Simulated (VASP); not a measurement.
Input of a VASP 6.6.1 run:

File INCAR:

```
ALGO = Fast ; EDIFF = 1E-6
EDIFFG = -0.01 ; ENCUT = 600
GGA = PE ; IBRION = 2
ISIF = 3 ; ISMEAR = -1
ISPIN = 2 ; IVDW = 13
LASPH = True ; LCHARG = False
LMAXMIX = 4 ; LORBIT = 11
LREAL = False ; LWAVE = False
MAGMOM = 3 ; NELM = 150
NSW = 60 ; PREC = Accurate
SIGMA = 0.05
```

File KPOINTS:

```
k-points
0
Gamma
  13 13 13
```

The input POSCAR:

```
Fe
1.0
   -1.4430000000      1.4430000000      1.4430000000
    1.4430000000     -1.4430000000      1.4430000000
    1.4430000000      1.4430000000     -1.4430000000
Fe
1
Direct
    0.0000000000      0.0000000000      0.0000000000
```

Potentials or basis: VASP PAW PBE potentials, release 64 (Fe).

The run is started by

```bash
$ cat potpaw_PBE.64/Fe/POTCAR > POTCAR
$ mpirun -np 1 vasp_std > vasp.out
```

**Question.** Estimate the space group after relaxing (to 0.05 Å).

**Answer.** Im-3m (No. 229).

**Question.** What does it give for the site moments?

**Answer.** Fe +2.09 μB.

**Question.** What does it give for the dispersion energy per atom?

**Answer.** -0.363 eV.

**Question.** Estimate the relaxed cell.

**Answer.** a = 2.429 Å, b = 2.429 Å, c = 2.429 Å, α = 109.47°, β = 109.47°, γ = 109.47°.

Final structure:
```xyz
1
Lattice="-1.4024 1.4024 1.4024 1.4024 -1.4024 1.4024 1.4024 1.4024 -1.4024" Properties=species:S:1:pos:R:3 pbc="T T T"
Fe    0.0000    0.0000    0.0000
```
